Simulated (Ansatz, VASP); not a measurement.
# Two plane-wave programs on Ca

```
Ca
1.0
     3.74329    0.00000    0.00000
    -1.87165    3.24179    0.00000
     0.00000    0.00000    6.29339
Ca
2
Cartesian
  0.0000 2.1612 1.5733
  1.8716 1.0806 4.7200
```

Alike in both runs: functional LDA; k mesh 10 × 10 × 6; no spin polarisation.

Ansatz relaxed the structure, and its values are those at the end. VASP's run is a single point on that final structure, the one shown.

|  | VASP | Ansatz |
| --- | --- | --- |
| version | VASP 6.6.1 | Ansatz 0.2.0 |
| potentials or method | VASP PAW LDA potentials, release 64 (Ca_sv) | PAW with Ansatz's default frozen-core files, scalar-relativistic |
| plane-wave cutoff (eV) | 520 | 420 |
| occupations | methfessel-paxton of order 1, width 0.005 eV | cold, width 0.005 eV |
| valence electrons in the cell | 20 | 20 |

```csv
,VASP,Ansatz,Ansatz less VASP
pressure (GPa),0.0,0.0,-0.01
```

LDA's correlation is that of Perdew and Zunger in VASP and of Perdew and Wang (1992) in Ansatz.
